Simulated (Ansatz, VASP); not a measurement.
## AlIn2As3: VASP beside Ansatz

```
Al In As
1.0
     6.37320   -3.68142    0.00000
     6.37320    3.68142    0.00000
     0.00000    0.00000    6.98228
Al In As
2 4 6
Cartesian
  6.3732 2.4942 3.4868
  6.3732 -2.4942 6.9779
  8.4603 -1.2496 3.4948
  4.2861 1.2496 0.0037
  8.4603 1.2496 0.0037
  4.2861 -1.2496 3.4948
  8.3838 -1.2932 6.1699
  4.3626 1.2932 2.6787
  6.3732 2.5931 5.9858
  6.3732 -2.5931 2.4947
  8.3838 1.2932 2.6787
  4.3626 -1.2932 6.1699
```

Alike in both runs: functional PBE; k mesh 6 × 6 × 6; occupations gaussian, width 0.01 eV; no spin polarisation.

Ansatz relaxed the structure, and its values are those at the end. VASP's run is a single point on that final structure, the one shown.

|  | VASP | Ansatz |
| --- | --- | --- |
| version | VASP 6.6.1 | Ansatz 0.2.0 |
| potentials or method | VASP PAW PBE potentials, release 64 (Al, In_d, As), cutoff 500 eV | scalar-relativistic, plane waves, PAW |
| valence electrons in the cell | 88 | 148 |

Ansatz gave:

```
gap on the k mesh at the Fermi level (eV) : 0.23
least direct gap on the mesh (eV)         : 0.23
pressure (GPa)                            : 0.0
```

Task: What did VASP give for the same quantities?

Result: gap on the k mesh at the Fermi level (eV): 0.23; least direct gap on the mesh (eV): 0.23; pressure (GPa): 0.1.

The functional is the same, so the differences come from potentials, cutoffs and numerics. VASP's potentials hold 88 valence electrons a cell and Ansatz's 148, so a difference there can come from the potentials and not from the codes.
